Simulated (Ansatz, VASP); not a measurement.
## Cu3B in VASP and in Ansatz

```
CELL_PARAMETERS angstrom
4.70897 0.00000 0.00000
-2.35448 4.07809 0.00000
0.00000 0.00000 2.32128
ATOMIC_POSITIONS crystal
Cu 0.50000 0.00000 0.50000
Cu 0.00000 0.50000 0.50000
Cu 0.50000 0.50000 0.50000
B 0.00000 0.00000 0.00000
```

Alike in both runs: functional PBE; k mesh 5 × 5 × 6; occupations gaussian, width 0.2 eV; no spin polarisation.

Ansatz relaxed the structure, and its values are those at the end. VASP's run is a single point on that final structure, the one shown.

|  | VASP | Ansatz |
| --- | --- | --- |
| version | VASP 6.6.1 | Ansatz 0.2.0 |
| potentials or method | VASP PAW PBE potentials, release 64 (Cu, B), cutoff 600 eV | scalar-relativistic, plane waves, PAW |
| valence electrons in the cell | 36 | 60 |

|  | VASP | Ansatz | Ansatz less VASP |
| --- | --- | --- | --- |
| gap on the k mesh at the Fermi level (eV) | none | none | - |
| pressure (GPa) | 1.0 | 0.5 | -0.53 |

A gap of «none» marks a metal or a gap that the smearing closes. With one functional, cell and mesh, what is left measures potentials, basis and numerics. VASP's potentials hold 36 valence electrons a cell and Ansatz's 60, so a difference there can come from the potentials and not from the codes.

The k mesh is coarse, so the values compare programs but aren't converged.
